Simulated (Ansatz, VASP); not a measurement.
## Two plane-wave programs on Te

INCAR

```
PREC = Accurate
ENCUT = 520
EDIFF = 1E-6
ISMEAR = 1
SIGMA = 0.1
LREAL = False
LASPH = True
NELM = 80
ALGO = Normal
ISIF = 2
LWAVE = False
LCHARG = True
LELF = True
LVHAR = True
NBANDS = 16
```

The input KPOINTS:

```
regular mesh
0
Gamma
  9 9 6
```

Contents of POSCAR:

```
Te
1.0
    4.2966332825      0.0000000000      0.0000000000
   -2.1483166412      3.7209935734      0.0000000000
    0.0000000000      0.0000000000      5.9041060663
Te
3
Direct
    0.2855404168      1.0000000000      0.3333333333
    1.0000000000      0.2855404168      0.6666666667
    0.7144595832      0.7144595832      1.0000000000
```

Input for Ansatz:

```yaml
crystal:
  lattice:
    - [4.2966332825, 0.0, 0.0]
    - [-2.1483166412, 3.7209935734, 0.0]
    - [0.0, 0.0, 5.9041060663]
  atoms:
    - { symbol: Te, position: [0.2855404168, 1.0, 0.3333333333] }
    - { symbol: Te, position: [1.0, 0.2855404168, 0.6666666667] }
    - { symbol: Te, position: [0.7144595832, 0.7144595832, 1.0] }
hamiltonian:
  xc: lda
  pseudopotentials:
    kind: paw
    azcp:
      Te: "pseudopotentials/Te.paw.azcp"
basis:
  ecutwfc: 420
  fft_grid_basis: typed
kpoints:
  mp_grid: { grid: [9, 9, 6], shift: [0, 0, 0] }
magnetization:
  spin_polarized: false
scf:
  occupations: { method: cold, width: 0.1 }
  lower_state_search: "off"
output:
  stress: true
```

Alike in both runs: task single point; functional LDA; k mesh 9 × 9 × 6; no spin polarisation.

|  | VASP | Ansatz |
| --- | --- | --- |
| version | VASP 6.6.1 | Ansatz 0.2.0 |
| potentials or method | VASP PAW LDA potentials, release 64 (Te), cutoff 520 eV | plane waves (420 eV) with PAW, scalar-relativistic |
| occupations | methfessel-paxton of order 1, width 0.1 eV | cold, width 0.1 eV |
| valence electrons in the cell | 18 | 48 |

|  | VASP | Ansatz | Ansatz less VASP |
| --- | --- | --- | --- |
| pressure (GPa) | 0.0 | -0.1 | -0.13 |
| traceless stress, the component that is largest in VASP (GPa) | 0.23 | 0.15 | -0.074 |

Ansatz warns that its potentials were made for another functional, while VASP's fit it. LDA's correlation is that of Perdew and Zunger in VASP and of Perdew and Wang (1992) in Ansatz. VASP's potentials hold 18 valence electrons a cell and Ansatz's 48, so a difference there can come from the potentials and not from the codes.

Neither program's run includes spin-orbit coupling.
